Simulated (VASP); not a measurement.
InAs:

```
CELL_PARAMETERS angstrom
0.00000 2.87730 2.87730
2.87730 0.00000 2.87730
2.87730 2.87730 0.00000
ATOMIC_POSITIONS crystal
In 0.50000 0.50000 0.50000
As 0.00000 0.00000 0.00000
```

- Program: VASP 6.6.1
- Task: relaxation of cell and atoms
- Functional: PBEsol
- Potentials or basis: VASP PAW PBE potentials, release 64 (In_d, As)
- Cutoff: 600 eV
- k mesh: 6 × 6 × 6
- Occupations: fermi-dirac, width 0.1 eV
- Spin: no spin polarisation

At the start: pressure -3.2 GPa; volume 23.82 Å³/atom.

Task: Where does the relaxation end?

Result: Over 3 steps the energy falls by 11.8 meV/atom and the volume is 22.68 Å³/atom (-4.8 %); space group Fm-3m (No. 225, to 0.05 Å).

Step by step:
```tsv
step	energy change (eV)	largest force (eV/Å)	pressure (GPa)	volume (Å³)
1	0.0000	0.0000	-3.16	47.64
2	-0.0196	0.0000	1.48	44.47
3	-0.0236	0.0000	0.00	45.36
```

Final structure:
```
In As
1.0
     0.00000    2.83052    2.83052
     2.83052    0.00000    2.83052
     2.83052    2.83052    0.00000
In As
1 1
Cartesian
  2.8305 2.8305 2.8305
  0.0000 0.0000 0.0000
```

Caveat: the PAW data sets were made with another functional, which shifts forces and pressure a little.
